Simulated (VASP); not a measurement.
A run of VASP 6.6.1 is set up as follows.

Contents of INCAR:

```
ALGO = Fast ; EDIFF = 1E-6
EDIFFG = -0.01 ; ENCUT = 600
GGA = PS ; IBRION = 2
ISIF = 3 ; ISMEAR = 0
LASPH = T ; LCHARG = F
LREAL = F ; LWAVE = F
NELM = 60 ; NSW = 80
PREC = Accurate ; SIGMA = 0.1
```

The input KPOINTS:

```
k-points
0
Gamma
  6 6 6
```

Contents of POSCAR:

```
Ti5Si
1.0
    2.5228393509      1.4565619783      4.4409048145
   -2.5228393509      1.4565619783      4.4409048145
    0.0000000000     -2.9131239567      4.4409048145
Ti Si
5 1
Direct
    0.1514396700      0.1514396700      0.1514396700
    0.6053500000      0.3946500000      0.0000000000
    0.0000000000      0.6053500000      0.3946500000
    0.8485603300      0.8485603300      0.8485603300
    0.3946500000      0.0000000000      0.6053500000
    0.5000000000      0.5000000000      0.5000000000
```

Potentials or basis: VASP PAW PBE potentials, release 64 (Ti_sv, Si).

The run is started by

```sh
$ cat potpaw_PBE.64/Ti_sv/POTCAR potpaw_PBE.64/Si/POTCAR > POTCAR
$ mpirun -np 1 vasp_std > vasp.out
```

**Question.** Predict the band gap on the k mesh.

**Answer.** Zero (bands 32 and 33 overlap by 0.51 eV).

**Question.** What does it give for the space group after relaxing (to 0.1 Å)?

**Answer.** R32 (No. 155).

**Question.** Estimate the relaxed cell.

**Answer.** a = 5.254 Å, b = 5.254 Å, c = 5.254 Å, α = 56.54°, β = 56.54°, γ = 56.54°.

**Question.** Predict the relaxed volume.

**Answer.** 15.73 Å³/atom.

The path:
```csv
step,energy change (eV),largest force (eV/Å),pressure (GPa),volume (Å³)
1,0.0000,0.0702,-4.50,97.91
2,-0.0132,0.1120,4.47,91.56
3,-0.0508,0.0360,-0.13,94.41
4,-0.0508,0.0386,0.11,94.33
5,-0.0514,0.0113,0.10,94.29
6,-0.0514,0.0043,0.13,94.28
7,-0.0514,0.0102,0.13,94.25
8,-0.0514,0.0075,0.13,94.27
9,-0.0514,0.0086,0.13,94.26
10,-0.0514,0.0074,0.14,94.27
11,-0.0515,0.0053,-0.09,94.45
12,-0.0515,0.0063,-0.02,94.36
```

Caveat: the PAW data sets were made with another functional, which shifts forces and pressure a little.
